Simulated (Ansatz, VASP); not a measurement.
**Rh in VASP and in Ansatz**

POSCAR

```
Rh
1.0
    0.0000000000      1.9134346875      1.9134346875
    1.9015500000      0.0118846875      1.9015500000
    1.9015500000      1.9015500000      0.0118846875
Rh
1
Direct
    0.0000000000      0.0000000000      0.0000000000
```

File INCAR.step1:

```
SYSTEM = Rh
  ALGO = Normal
  EDIFF = 1E-4
  ENCUT = 520
  GGA = PE
  ISMEAR = 0
  LASPH = .True.
  LCHARG = .False.
  LREAL = .False.
  LWAVE = .True.
  NBANDS = 14
  NELM = 80
  PREC = Accurate
  SIGMA = 0.15
```

File INCAR.step2:

```
SYSTEM = Rh
  ALGO = Normal
  EDIFF = 1E-6
  ENCUT = 520
  ISIF = 2
  ISMEAR = 0
  ISTART = 1
  LASPH = .True.
  LCHARG = .False.
  LMIXTAU = .True.
  LREAL = .False.
  LWAVE = .False.
  METAGGA = R2SCAN
  NBANDS = 14
  NELM = 80
  PREC = Accurate
  SIGMA = 0.15
```

File KPOINTS:

```
k-points
0
Gamma
  22 22 22
  0 0 0
```

Input for Ansatz:

```yaml
crystal:
  lattice:
    - [0.0, 1.9134346875, 1.9134346875]
    - [1.90155, 0.0118846875, 1.90155]
    - [1.90155, 1.90155, 0.0118846875]
  atoms:
    - { symbol: Rh, position: [0.0, 0.0, 0.0] }
basis:
  ecutwfc: 500
kpoints:
  mp_grid: { grid: [22, 22, 22] }
hamiltonian:
  xc: r2scan
scf:
  occupations: { method: gaussian, width: 0.15 }
output:
  forces: true
  stress: true
  eigenvalues: true
  write_density: true
  write_potential: true
  elf: true
  volumetric_format: npy
```

Change from the starting cell: strain +0.0125 x Voigt [0, 0, 0, 1, 0, 0], atoms carried along.

Alike in both runs: task single point; functional r2SCAN; k mesh 22 × 22 × 22; occupations gaussian, width 0.15 eV; no spin polarisation.

|  | VASP | Ansatz |
| --- | --- | --- |
| version | VASP 6.6.1 | Ansatz 0.2.0 |
| potentials or method | VASP PAW PBE potentials, release 64 (Rh_pv), cutoff 520 eV | scalar-relativistic, plane waves, PAW |
| valence electrons in the cell | 15 | 17 |

|  | VASP | Ansatz | Ansatz less VASP |
| --- | --- | --- | --- |
| gap on the k mesh at the Fermi level (eV) | none | none | - |
| pressure (GPa) | 0.8 | -0.6 | -1.36 |
| traceless stress, the component that is largest in VASP (GPa) | -2.52 | -2.48 | +0.036 |

VASP's potentials were made for PBE, not for r2SCAN. A gap of «none» marks a metal or a gap that the smearing closes. VASP's potentials hold 15 valence electrons a cell and Ansatz's 17, so a difference there can come from the potentials and not from the codes.
